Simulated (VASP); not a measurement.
# Ga4RuPt (F-43m) in VASP: notebook

Ga4RuPt is run at these levels: PBE; tasks: single point.

Everything below comes from runs of VASP 6.6.1. Logs are shortened: lines on timing, memory, paths and dates and some standing lists are left out, and cuts for length are marked.

## Step 1: The cell of the first run

Symmetry: F-43m, No. 216, cubic system. Conventional cell: a = 7.188 Å, b = 7.188 Å, c = 7.188 Å, α = 90.00°, β = 90.00°, γ = 90.00°. Within 3.4 Å of Ga (site symmetry 3m) lie 6 Ga at 2.54 Å and 3 Ru at 2.98 Å and 3 Pt at 2.98 Å. Within 3.9 Å of Ru (site symmetry -43m) lie 12 Ga at 2.98 Å and 4 Pt at 3.11 Å. Pt (site symmetry -43m) has 12 Ga at 2.98 Å and 4 Ru at 3.11 Å within 3.9 Å.

The cell was generated, and may not be a known phase.

## Step 2: Single point, PBE

The input, INCAR:

```
SYSTEM = Ga4RuPt
PREC = Accurate ; ENCUT = 520
EDIFF = 1E-6 ; ISMEAR = 0
SIGMA = 0.1 ; LREAL = .False.
LASPH = .True. ; NELM = 80
ALGO = Normal ; ISIF = 2
LWAVE = .False. ; LCHARG = .True.
GGA = PE ; LELF = .True.
LVHAR = .True. ; NBANDS = 47
```

The input, KPOINTS:

```
regular mesh
0
Gamma
  4 4 4
  0 0 0
```

The input, POSCAR:

```
Ga4RuPt
1.0
    0.0000000000      3.5941598978      3.5941598978
    3.5941598978      0.0000000000      3.5941598978
    3.5941598978      3.5941598978      0.0000000000
Ga Ru Pt
4 1 1
Direct
    0.8752541520      0.3749152827      0.3749152827
    0.3749152827      0.3749152827      0.3749152827
    0.3749152827      0.8752541520      0.3749152827
    0.3749152827      0.3749152827      0.8752541520
    0.0000000000      0.0000000000      0.0000000000
    0.7500000000      0.7500000000      0.7500000000
```

Potentials or basis: VASP PAW PBE potentials, release 64 (Ga_d, Ru_pv, Pt).

Started as:

```bash
> cat potpaw_PBE.64/Ga_d/POTCAR potpaw_PBE.64/Ru_pv/POTCAR potpaw_PBE.64/Pt/POTCAR > POTCAR
> mpirun -np 1 vasp_std > vasp.out
```

OUTCAR:

```text
SYSTEM = Ga4RuPt
   PREC = Accurate
   ENCUT = 520
   EDIFF = 1E-6
   ISMEAR = 0
   LREAL = .False.
   LASPH = .True.
   NELM = 80
   ISIF = 2
   GGA = PE

 ion  position               nearest neighbor table
   1  0.875  0.375  0.375-   2 2.54   3 2.54   4 2.54   3 2.54   4 2.54   2 2.54   5 2.98   5 2.98
                             5 2.98   6 2.98   6 2.98   6 2.98
   2  0.375  0.375  0.375-   1 2.54   3 2.54   4 2.54   1 2.54   3 2.54   4 2.54   5 2.98   5 2.98
                             5 2.98   6 2.98   6 2.98   6 2.98
   3  0.375  0.875  0.375-   1 2.54   2 2.54   4 2.54   1 2.54   4 2.54   2 2.54   5 2.98   5 2.98
                             5 2.98   6 2.98   6 2.98   6 2.98
   4  0.375  0.375  0.875-   1 2.54   2 2.54   3 2.54   3 2.54   1 2.54   2 2.54   5 2.98   5 2.98
                             5 2.98   6 2.98   6 2.98   6 2.98
   5  0.000  0.000  0.000-   1 2.98   3 2.98   1 2.98   4 2.98   3 2.98   4 2.98   2 2.98   2 2.98
                             2 2.98   1 2.98   3 2.98   4 2.98   6 3.11   6 3.11   6 3.11   6 3.11
   6  0.750  0.750  0.750-   1 2.98   3 2.98   4 2.98   2 2.98   2 2.98   2 2.98   3 2.98   4 2.98
                             1 2.98   4 2.98   3 2.98   1 2.98   5 3.11   5 3.11   5 3.11   5 3.11

  LATTYP: Found a face centered cubic cell.
 ALAT       =     7.1883197956

  Lattice vectors:

 A1 = (   0.0000000000,   3.5941598978,   3.5941598978)
 A2 = (   3.5941598978,   0.0000000000,   3.5941598978)
 A3 = (   3.5941598978,   3.5941598978,   0.0000000000)

Analysis of symmetry for initial positions (statically):
=====================================================================
 Subroutine PRICEL returns:
 Original cell was already a primitive cell.

 Routine SETGRP: Setting up the symmetry group for a
 face centered cubic supercell.

 Subroutine GETGRP returns: Found 24 space group operations
 (whereof 24 operations were pure point group operations)
 out of a pool of 48 trial point group operations.

The static configuration has the point symmetry T_d .

Analysis of symmetry for dynamics (positions and initial velocities):
=====================================================================
 Subroutine PRICEL returns:
 Original cell was already a primitive cell.

 Routine SETGRP: Setting up the symmetry group for a
 face centered cubic supercell.

 Subroutine GETGRP returns: Found 24 space group operations
 (whereof 24 operations were pure point group operations)
 out of a pool of 48 trial point group operations.

The dynamic configuration has the point symmetry T_d .

[... 92 lines left out ...]
   NSW    =      0    number of steps for IOM
   IBRION =     -1    ionic relax: 0-MD 1-quasi-New 2-CG
   NFREE  =      0    steps in history (QN), initial steepest desc. (CG)
   ISIF   =      2    stress and relaxation
   ISYM   =      2    0-nonsym 1-usesym 2-fastsym
   POTIM  = 0.5000    time-step for ionic-motion
   TEBEG  =    0.0;   TEEND  =   0.0 temperature during run
   PSTRESS=    0.0 pullay stress
   NELECT =      76.0000    total number of electrons
   NUPDOWN=      -1.0000    fix difference up-down
   EMIN   =  10.00;   EMAX   =-10.00  energy-range for DOS
   EFERMI =   0.00;   METHOD = LEGACY
   ISMEAR =     0;   SIGMA  =   0.10  broadening in eV -4-tet -1-fermi 0-gaus
   EFERMI_NEDOS =   21; number of points for ismear=-14 and -15
   IALGO  =     38    algorithm
   IMIX   =      4    mixing-type and parameters
     AMIX     =   0.40;   BMIX     =  1.00
     AMIX_MAG =   1.60;   BMIX_MAG =  1.00
  volume/ion in A,a.u.               =      15.48       104.44
  Fermi-wavevector in a.u.,A,eV,Ry     =   1.531341  2.893815 31.905742  2.345006
  Thomas-Fermi vector in A             =   2.638699
   LORBIT       =      0    0 simple, 1 ext, 2 COOP (PROOUT), +10 PAW based schemes
   GGA     = PE    functional components
   LHFCALC =     F    Hartree Fock is set to
   AEXX    =    0.0000 exact exchange contribution
   IVDW    =     0    specifies the selected vdW correction
   LEPSILON=     F    determine dielectric tensor
   LRPA    =     F    only Hartree local field effects (RPA)
 non-spin polarized calculation
 Gauss-broadening in eV      SIGMA  =   0.10
  energy-cutoff  :      520.00
  volume of cell :       92.86
 maximum number of plane-waves:      2525
 NGX is ok and might be reduce to    40
   NGX = 19   NGY = 19   NGZ = 19

 number of electron      75.9999981 magnetization

 Free energy of the ion-electron system (eV)
  ---------------------------------------------------
  ext. energy  EPLUGINS =         0.00000000
  ---------------------------------------------------
  free energy    TOTEN  =       -25.30743036 eV

  energy without entropy =      -25.27223186  energy(sigma->0) =      -25.28983111

 E-fermi :   8.6165     XC(G=0): -12.4650

 val. band max:        8.5677268591   @ k =  -0.2500   0.2500   0.0000
 cond. band min:       8.6196856776   @ k =   0.2500   0.0000   0.0000
 fundamental gap:      0.0519588185
 Fermi energy:         8.6165178409

 k-point     1 :       0.0000    0.0000    0.0000
  band No.  band energies     occupation
      1     -33.4581      2.00000
      2     -33.4581      2.00000
      3     -33.4581      2.00000
      4      -7.6743      2.00000
      5      -7.3004      2.00000
      6      -7.3004      2.00000
[... 389 lines left out ...]
     46      15.2902      0.00000
     47      16.1434      0.00000

------------------------ aborting loop because EDIFF is reached ----------------------------------------

  FORCE on cell =-STRESS in cart. coord.  units (eV):
  Direction    XX          YY          ZZ          XY          YZ          ZX
  --------------------------------------------------------------------------------------
  -------------------------------------------------------------------------------------
  Total        0.0861270      0.0861270      0.0861270      0.0000000      0.0000000      0.0000000
  in kB        1.4860312      1.4860312      1.4860312      0.0000000      0.0000000      0.0000000
  external PRESSURE =       1.4860312 kB  Pullay stress =       0.0000000 kB

 VOLUME and BASIS-vectors are now :
 -----------------------------------------------------------------------------
  energy-cutoff  :      520.00
  volume of cell :       92.86
      direct lattice vectors                 reciprocal lattice vectors
     0.000000000  3.594159898  3.594159898    -0.139114568  0.139114568  0.139114568
     3.594159898  0.000000000  3.594159898     0.139114568 -0.139114568  0.139114568
     3.594159898  3.594159898  0.000000000     0.139114568  0.139114568 -0.139114568

 POSITION                                       TOTAL-FORCE (eV/Angst)
 -----------------------------------------------------------------------------------
      2.69501      4.49331      4.49331         0.000559     -0.000559     -0.000559
      2.69501      2.69501      2.69501         0.000559      0.000559      0.000559
      4.49331      2.69501      4.49331        -0.000559      0.000559     -0.000559
      4.49331      4.49331      2.69501        -0.000559     -0.000559      0.000559
      0.00000      0.00000      0.00000         0.000000     -0.000000      0.000000
      5.39124      5.39124      5.39124        -0.000000     -0.000000     -0.000000
 -----------------------------------------------------------------------------------
    total drift:                               -0.000000     -0.000000     -0.000001

  FREE ENERGIE OF THE ION-ELECTRON SYSTEM (eV)
  ---------------------------------------------------
  free  energy   TOTEN  =       -25.3074303650 eV

  energy  without entropy=      -25.2722318649  energy(sigma->0) =      -25.28983111
```

stdout:

```text
POSCAR found type information on POSCAR GaRuPt
 POSCAR found :  3 types and       6 ions
 scaLAPACK will be used
 LDA part: xc-table for (Slater+PW92), standard interpolation
 POSCAR, INCAR and KPOINTS ok, starting setup
 FFT: planning ... GRIDC
 FFT: planning ... GRID_SOFT
 FFT: planning ... GRID
 WAVECAR not read
 entering main loop
```

Run time: 56 s. Hardware: 1 thread of AMD EPYC 7R43 (Zen 3), shared host; peak memory 0.21 GiB.

Results:

| Quantity | Value |
| --- | --- |
| Free energy | -25.3074 eV |
| Pressure | 0.1 GPa |
| Band gap on the k mesh | zero (bands 38 and 39 overlap by 0.59 eV) |

Caveat: the k points lie up to 0.38 Å⁻¹ apart, too coarse for converged energies and pressures of a metal; spin-orbit coupling is left out, which moves the levels of the heavy elements.

## Step 3: Single point, PBE

This run uses another cell than the first one, of 16.61 Å³/atom.

The input, INCAR:

```
PREC     = Accurate       # precision mode
ENCUT    = 520            # plane-wave cutoff, eV
EDIFF    = 1E-6           # SCF threshold, eV
ISMEAR   = 0              # smearing method
SIGMA    = 0.1            # smearing width, eV
LREAL    = False          # projectors in reciprocal space
LASPH    = True           # aspherical terms in the spheres
NELM     = 100            # most SCF steps
ALGO     = Normal         # electronic algorithm
ISIF     = 2              # what is computed and relaxed
LWAVE    = False          # write WAVECAR
LCHARG   = False          # write CHGCAR
GGA      = PE             # functional
NBANDS   = 47             # bands
```

The input, KPOINTS:

```
Automatic mesh
0
Gamma
  4 4 4
```

The input, POSCAR:

```
Ga4RuPt
1.0
    0.0000000000      3.6798533500      3.6798533500
    3.6798533500      0.0000000000      3.6798533500
    3.6798533500      3.6798533500      0.0000000000
Ga Ru Pt
4 1 1
Direct
    0.8769740200      0.3743419900      0.3743419900
    0.3743419900      0.3743419900      0.3743419900
    0.3743419900      0.8769740200      0.3743419900
    0.3743419900      0.3743419900      0.8769740200
    0.0000000000      0.0000000000      0.0000000000
    0.7500000000      0.7500000000      0.7500000000
```

Potentials or basis: VASP PAW PBE potentials, release 64 (Ga_d, Ru_pv, Pt).

Started as:

```bash
> cat potpaw_PBE.64/Ga_d/POTCAR potpaw_PBE.64/Ru_pv/POTCAR potpaw_PBE.64/Pt/POTCAR > POTCAR
> mpirun -np 1 vasp_std > vasp.out
```

Wall time 51 s (1 thread of AMD EPYC 7R43 (Zen 3), shared host); peak memory 0.22 GiB.

It converged, with:

```yaml
Free_energy: -25.1558 eV
Pressure: -6.5 GPa
Largest_force: 0.207 eV/Å
Band_gap_on_the_k_mesh: zero (bands 38 and 39 overlap by 0.70 eV)
```

Forces in eV/Å, atoms in the order of the input:
```
Ga   0.119 -0.119 -0.119
Ga   0.119  0.119  0.119
Ga  -0.119  0.119 -0.119
Ga  -0.119 -0.119  0.119
Ru   0.000  0.000  0.000
Pt   0.000  0.000  0.000
```

Levels at points of the mesh, in eV from the Fermi level:
```tsv
k point	band 34	band 35	band 36	band 37	band 38	band 39	band 40	band 41	band 42	band 43
(0.00, 0.00, 0.00)	-0.76	-0.76	-0.55	-0.51	-0.51	-0.51	1.32	1.32	1.32	3.78
(0.50, 0.00, 0.00)	-1.09	-1.09	-0.73	-0.31	-0.31	0.51	0.51	1.72	3.14	3.71
(0.50, 0.50, 0.00)	-1.56	-1.02	-0.94	-0.94	-0.65	0.10	3.48	3.93	3.93	4.23
```

Caveat: the k points lie up to 0.37 Å⁻¹ apart, too coarse for converged energies and pressures of a metal; spin-orbit coupling is left out, which moves the levels of the heavy elements.

The gap in the log of VASP goes by the Fermi energy; the results here count the filled bands.